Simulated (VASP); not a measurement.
Set up this calculation in VASP 6.6.1, as the native input.

| Quantity | Value |
| --- | --- |
| Task | single point |
| Functional | PBE |
| Dispersion | D3(BJ) |
| Potentials or basis | VASP PAW PBE potentials, release 64 (Ti_sv, Co) |
| Cutoff | 600 eV |
| k mesh | 6 × 6 × 6 |
| Occupations | fermi-dirac, width 0.051704 eV |
| Spin | collinear spin, ferromagnetic start |
| Starting moments | [0.0, 0.6] μB |
| Dipole correction | no |
| Further INCAR settings | ALGO = Normal; EDIFF = 1e-06; NBANDS = 22 |

The structure of TiCo lies in POSCAR:

```
TiCo
1.0
    2.9861109900      0.0000000000      0.0000000000
    0.0000000000      2.9861109900      0.0000000000
    0.0000000000      0.0000000000      2.9861109900
Ti Co
1 1
Direct
    0.0350419166     -0.0001595466     -0.0439903794
    0.5292867714      0.5318192571      0.4708398185
```

One way to write it, as run:

INCAR

```
ALGO = Normal ; EDIFF = 1E-6
ENCUT = 600 ; GGA = PE
GGA_COMPAT = False ; ISIF = 2
ISMEAR = -1 ; ISPIN = 2
IVDW = 12 ; LASPH = True
LCHARG = False ; LMAXMIX = 4
LORBIT = 11 ; LREAL = False
LWAVE = False ; MAGMOM = 0 0.6
NBANDS = 22 ; NELM = 200
PREC = Accurate ; SIGMA = 0.051703999572871064
```

KPOINTS

```
k-points
0
Gamma
  6 6 6
```

Potentials or basis: VASP PAW PBE potentials, release 64 (Ti_sv, Co).

The run is started by

```bash
$ cat potpaw_PBE.64/Ti_sv/POTCAR potpaw_PBE.64/Co/POTCAR > POTCAR
$ mpirun -np 1 vasp_std > vasp.out
```

Results of the run:

| Property | Result |
| --- | --- |
| Pressure | -8.6 GPa |
| Largest force | 0.454 eV/Å |
| Net moment | 0.33 μB per cell |
| Site moments | Ti -0.08; Co +0.45 μB |
| Valence electrons inside the program's atomic spheres | Ti 10.28; Co 8.31 |
| Dispersion energy per atom | -0.538 eV |

Caveat: the cell stands under tension.

Wall time 4.2 min on 1 thread of Intel Xeon 8259CL (shared host), peak memory 0.25 GiB.
